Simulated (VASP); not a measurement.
The system is SiGe.

```xyz
4
Lattice="3.9045 0.0000 0.0000 -1.9522 3.3814 0.0000 0.0000 0.0000 6.4508" Properties=species:S:1:pos:R:3 pbc="T T T"
Si    1.9522    1.1271    5.6419
Si    0.0000    2.2542    2.4165
Ge    1.9522    1.1271    3.2279
Ge    0.0000    2.2542    0.0025
```

```yaml
Program: VASP 6.6.1
Task: relaxation of cell and atoms
Functional: LDA
Potentials_or_basis: VASP PAW LDA potentials, release 64 (Si, Ge_d)
Cutoff: 600 eV
k_mesh: 12 × 12 × 6
Occupations: gaussian, width 0.02 eV
Spin: no spin polarisation
```

At the start: pressure -2.0 GPa; volume 21.29 Å³/atom.

Question: How do energy, volume and symmetry change on relaxing?

Answer: Over 10 steps the energy falls by 3.4 meV/atom and the volume is 20.76 Å³/atom (-2.5 %); space group P6_3mc (No. 186, to 0.1 Å) before and after.

The path:
```csv
step,energy change (eV),largest force (eV/Å),pressure (GPa),volume (Å³)
1,0.0000,0.0035,-2.01,85.17
2,-0.0094,0.0142,1.13,81.92
3,-0.0136,0.0107,0.02,83.05
4,-0.0136,0.0104,-0.06,83.10
5,-0.0136,0.0010,-0.02,83.09
6,-0.0136,0.0010,-0.05,83.09
7,-0.0136,0.0029,0.06,83.04
8,-0.0136,0.0016,-0.04,83.05
9,-0.0136,0.0022,0.06,83.05
10,-0.0136,0.0018,0.02,83.05
```

Final structure:
```cif
data_structure
_symmetry_space_group_name_H-M 'P 1'
_symmetry_Int_Tables_number 1
_cell_length_a 3.8717
_cell_length_b 3.8717
_cell_length_c 6.3977
_cell_angle_alpha 90.000
_cell_angle_beta 90.000
_cell_angle_gamma 120.000
_cell_volume 83.05
loop_
_atom_site_label
_atom_site_type_symbol
_atom_site_fract_x
_atom_site_fract_y
_atom_site_fract_z
_atom_site_occupancy
Si1 Si 0.66667 0.33333 0.87452 1
Si2 Si 0.33333 0.66667 0.37452 1
Ge1 Ge 0.66667 0.33333 0.50048 1
Ge2 Ge 0.33333 0.66667 0.00048 1
```
